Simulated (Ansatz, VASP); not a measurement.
## Pb: VASP beside Ansatz

File INCAR:

```
SYSTEM = Pb
PREC = Accurate
ENCUT = 500
EDIFF = 1E-6
ISMEAR = -1
SIGMA = 0.05
LREAL = .FALSE.
LASPH = .TRUE.
NELM = 120
ALGO = Normal
ISIF = 2
LWAVE = .FALSE.
LCHARG = .FALSE.
GGA = PE
NBANDS = 13
GGA_COMPAT = .FALSE.
```

The input KPOINTS:

```
Automatic mesh
0
G
  12 12 12
  0 0 0
```

Contents of POSCAR:

```
Pb
1.0
    0.0000000000      2.4490443969      2.4490443969
    2.4490443969      0.0000000000      2.4490443969
    2.4490443969      2.4490443969      0.0000000000
Pb
1
Direct
    0.0000000000      0.0000000000      0.0000000000
```

Input for Ansatz:

```yaml
crystal:
  lattice:
    - [0.0, 2.4490443969, 2.4490443969]
    - [2.4490443969, 0.0, 2.4490443969]
    - [2.4490443969, 2.4490443969, 0.0]
  atoms:
    - { symbol: Pb, position: [0.0, 0.0, 0.0] }
kpoints:
  mp_grid: { grid: [12, 12, 12] }
scf:
  occupations: { method: fermi_dirac, width: 0.05 }
hamiltonian:
  xc: pbe
  pseudopotentials: { kind: all_electron, lapw: { basis_error: 0.00025 } }
output:
  forces: true
  stress: true
  eigenvalues: true
```

Change from the starting cell: volume scaled by 0.975.

Alike in both runs: task single point; functional PBE; k mesh 12 × 12 × 12; occupations fermi-dirac, width 0.05 eV; no spin polarisation.

```csv
,VASP,Ansatz
version,VASP 6.6.1,Ansatz 0.2.0
potentials or method,"VASP PAW PBE potentials, release 64 (Pb_d), cutoff 500 eV","all-electron LAPW, scalar-relativistic"
```

```tsv
	VASP	Ansatz	Ansatz less VASP
pressure (GPa)	4.3	4.4	+0.06
```

Ansatz ran all-electron here, and VASP with PAW potentials.

Neither program's run includes spin-orbit coupling.
